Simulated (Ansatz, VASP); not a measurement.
**Two plane-wave programs on Na2ZrO2**

```
CELL_PARAMETERS angstrom
3.58671 0.00000 0.00000
-1.79336 3.10618 0.00000
0.00000 0.00000 6.41028
ATOMIC_POSITIONS crystal
Na 0.33333 0.66667 0.61665
Na 0.66667 0.33333 0.38335
Zr 0.00000 0.00000 0.00000
O 0.66667 0.33333 0.71801
O 0.33333 0.66667 0.28199
```

Change from the starting cell: species swapped into the CaMn2P2 type (P-3m1, No. 164).

Alike in both runs: task relaxation of cell and atoms; functional PBE; k mesh 6 × 6 × 4; occupations gaussian, width 0.1 eV; no spin polarisation.

|  | VASP | Ansatz |
| --- | --- | --- |
| version | VASP 6.6.1 | Ansatz 0.2.0 |
| potentials or method | VASP PAW PBE potentials, release 64 (Na_pv, Zr_sv, O), cutoff 600 eV | scalar-relativistic, plane waves, PAW |
| valence electrons in the cell | 38 | 42 |

```tsv
	VASP	Ansatz	Ansatz less VASP
gap on the k mesh at the Fermi level, each at its own relaxed structure (eV)	none	none	-
relaxed volume (Å³/atom)	15.44	15.88	+0.436
relaxed cell length with the largest relative difference (Å)	8.617	8.889	+0.2714
```

A gap of «none» marks a metal or a gap that the smearing closes. VASP's potentials hold 38 valence electrons a cell and Ansatz's 42, so a difference there can come from the potentials and not from the codes.
